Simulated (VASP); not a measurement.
Write the native input for VASP 6.6.1 that does the following.

```
Task                   : single point
Functional             : PBE
Potentials or basis    : VASP PAW PBE potentials, release 64 (Na_pv)
Cutoff                 : 520 eV
k mesh                 : 12 × 12 × 8
Occupations            : gaussian, width 0.1 eV
Spin                   : no spin polarisation
Dipole correction      : no
Further INCAR settings : ALGO = Fast; EDIFF = 1e-06; NBANDS = 14
```

The structure of Na lies in POSCAR:

```
Na
1.0
    3.8258300377      0.0000000000      0.0000000000
    0.0000000000      3.7320596936      0.0000000000
    0.0000000000      0.0000000000      5.2314977543
Na
2
Direct
    0.0000000000      0.0000000000      0.0000000000
    0.5000000000      0.5000000000      0.5000000000
```

This cell differs from its parent crystal: uniaxial strain along a: +2.0 %.

These files were run (other wordings do the same):

INCAR

```
SYSTEM = Na
ALGO = Fast ; EDIFF = 1E-6
ENCUT = 520 ; GGA = PE
ISIF = 2 ; ISMEAR = 0
LASPH = .TRUE. ; LCHARG = .FALSE.
LREAL = .FALSE. ; LWAVE = .FALSE.
NBANDS = 14 ; NELM = 60
PREC = Accurate ; SIGMA = 0.1
```

KPOINTS

```
k-points
0
G
  12 12 8
  0 0 0
```

Potentials or basis: VASP PAW PBE potentials, release 64 (Na_pv).

The run is started by

```console
$ cat potpaw_PBE.64/Na_pv/POTCAR > POTCAR
$ mpirun -np 1 vasp_std > vasp.out
```

It gave:

```yaml
Pressure: -0.1 GPa
Band_gap_on_the_k_mesh: zero (bands 7 and 8 overlap by 4.78 eV)
```

Caveat: the cell differs from its parent crystal (uniaxial strain along a: +2.0 %).

It took 2.8 min on 1 thread of Oxide Virtual Turin-like Processor, on a shared host, peak memory 0.27 GiB.
